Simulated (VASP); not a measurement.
A run of VASP 6.6.1 is set up as follows.

File INCAR:

```
ALGO = Normal ; EDIFF = 1E-6
ENCUT = 520 ; GGA = PE
ISIF = 2 ; ISMEAR = 0
LASPH = True ; LCHARG = False
LREAL = False ; LWAVE = False
NBANDS = 26 ; NELM = 80
PREC = Accurate ; SIGMA = 0.2
```

KPOINTS

```
k-points
0
Gamma
  5 5 5
```

File POSCAR:

```
Al3BP4
1.0
   -2.6388675357      2.6388675357      5.2466292834
    2.6388675357     -2.6388675357      5.2466292834
    2.6388675357      2.6388675357     -5.2466292834
Al B P
3 1 4
Direct
    0.2500000000      0.7500000000      0.5000000000
    0.7500000000      0.2500000000      0.5000000000
    0.5000000000      0.5000000000      0.0000000000
    0.0000000000      0.0000000000      0.0000000000
    0.1046809942      0.1046809942      0.4374177730
    0.6672632212      0.6672632212      0.5625822270
    0.3327367788      0.8953190058      0.0000000000
    0.8953190058      0.3327367788      0.0000000000
```

Potentials or basis: VASP PAW PBE potentials, release 64 (Al, B, P).

Command:

```bash
$ cat potpaw_PBE.64/Al/POTCAR potpaw_PBE.64/B/POTCAR potpaw_PBE.64/P/POTCAR > POTCAR
$ mpirun -np 1 vasp_std > vasp.out
```

(1) Predict the band gap on the k mesh.

(2) Estimate the pressure.

## Answers

(1) 1.14 eV.

(2) -0.1 GPa.

Caveat: an odd mesh through Γ misses points on the zone boundary, where band edges can lie.
